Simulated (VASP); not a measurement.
Here is a VASP 6.6.1 calculation.

The input INCAR:

```
SYSTEM = Al32Cu
PREC     = Accurate       ! precision mode
ENCUT    = 520            ! plane-wave cutoff, eV
EDIFF    = 1E-6           ! SCF threshold, eV
ISMEAR   = -1             ! smearing method
SIGMA    = 0.05           ! smearing width, eV
LREAL    = Auto         
LASPH    = .True.         ! aspherical terms in the spheres
NELM     = 80             ! most SCF steps
ALGO     = Normal         ! electronic algorithm
ISIF     = 2              ! what is computed and relaxed
LWAVE    = .False.        ! write WAVECAR
LCHARG   = .False.        ! write CHGCAR
GGA      = PE             ! functional
IVDW     = 12             ! dispersion correction
NBANDS   = 76             ! bands
```

KPOINTS

```
Automatic mesh
0
Gamma
  2 2 2
  0 0 0
```

POSCAR

```
Al32Cu
1.0
    8.1000000000      0.0000000000      0.0000000000
    0.0000000000      8.1000000000      0.0000000000
    0.0000000000      0.0000000000      8.1000000000
Al Cu
32 1
Direct
    0.4996123213     -0.0097561580      0.0000055725
    0.7088364381      0.2498296946     -0.0000137050
    0.7461384083     -0.0035283436      0.2536864912
    0.0001810940     -0.0395226264     -0.0000119875
    0.2893607147      0.2498536295     -0.0000118095
    0.4996206229      0.5098243833      0.0000053018
    0.7401644795      0.7503103306      0.0000053173
    0.2537295718     -0.0037624549      0.2539168329
    0.4996160057      0.2501230998      0.2597877833
    0.7463434400      0.5036218556      0.2534800826
    0.4999378719     -0.0027414913      0.5000005992
    0.7401616541      0.2501223293      0.5000172609
    0.7461260556     -0.0035407646      0.7463162346
    0.0002038232      0.5410023607     -0.0000135266
    0.2597505999      0.7503171744      0.0000055905
    0.0001924306      0.2498416108      0.2903097648
    0.2535389437      0.5038702370      0.2537299303
    0.4999440450      0.7500449840      0.2528717872
   -0.0001553873     -0.0097576352      0.5000177916
    0.2597501322      0.2501268369      0.5000178427
    0.4999471061      0.5029855357      0.5000001197
    0.7469875903      0.7500418017      0.5000000829
    0.2537409819     -0.0037737634      0.7460867527
    0.4996152529      0.2501233837      0.7402104436
    0.7463302749      0.5036350391      0.7465219865
   -0.0001515098      0.7503142120      0.2597895664
   -0.0001507531      0.5098288022      0.5000172885
    0.2527131165      0.7500511608      0.5000006370
    0.0001906051      0.2498430880      0.7097802682
    0.2535512196      0.5038823784      0.7462729249
    0.4999434800      0.7500454405      0.7471393459
   -0.0001518225      0.7503148310      0.7402086372
   -0.0011698070      0.2509605378      0.0000595919
```

Potentials or basis: VASP PAW PBE potentials, release 64 (Al, Cu).

The run is started by

```sh
$ cat potpaw_PBE.64/Al/POTCAR potpaw_PBE.64/Cu/POTCAR > POTCAR
$ mpirun -np 1 vasp_std > vasp.out
```

Q: What does it give for the pressure?

A: -0.7 GPa.

Q: What does it give for the band gap on the k mesh?

A: Zero (an odd number of electrons rules out a gap without spin polarisation).

Q: Estimate the largest force.

A: 0.030 eV/Å.

Q: What does it give for the dispersion energy per atom?

A: -0.347 eV.

Forces in eV/Å, atoms in the order of the input:
```
Al  -0.002 -0.022  0.000
Al  -0.002  0.000  0.000
Al   0.004  0.004 -0.004
Al  -0.002 -0.007  0.000
Al   0.004  0.001  0.000
Al  -0.001  0.023  0.000
Al  -0.023  0.002  0.000
Al  -0.004  0.005 -0.005
Al  -0.001  0.000  0.023
Al   0.003 -0.003 -0.002
Al   0.001 -0.028  0.000
Al  -0.023  0.001  0.000
Al   0.004  0.004  0.004
Al  -0.001  0.003  0.000
Al   0.022  0.001  0.000
Al  -0.002  0.002  0.005
Al  -0.004 -0.004 -0.004
Al   0.001 -0.001  0.030
Al  -0.001 -0.022  0.000
Al   0.022  0.001  0.000
Al   0.001  0.028  0.000
Al  -0.028 -0.001  0.000
Al  -0.004  0.004  0.005
Al  -0.001  0.000 -0.023
Al   0.004 -0.003  0.002
Al   0.000  0.001  0.023
Al  -0.001  0.023  0.000
Al   0.028  0.000  0.000
Al  -0.002  0.002 -0.005
Al  -0.004 -0.004  0.004
Al   0.001 -0.001 -0.030
Al   0.000  0.001 -0.023
Cu   0.009 -0.008  0.000
```

Caveat: the k points lie up to 0.39 Å⁻¹ apart, too coarse for converged energies and pressures of a metal.
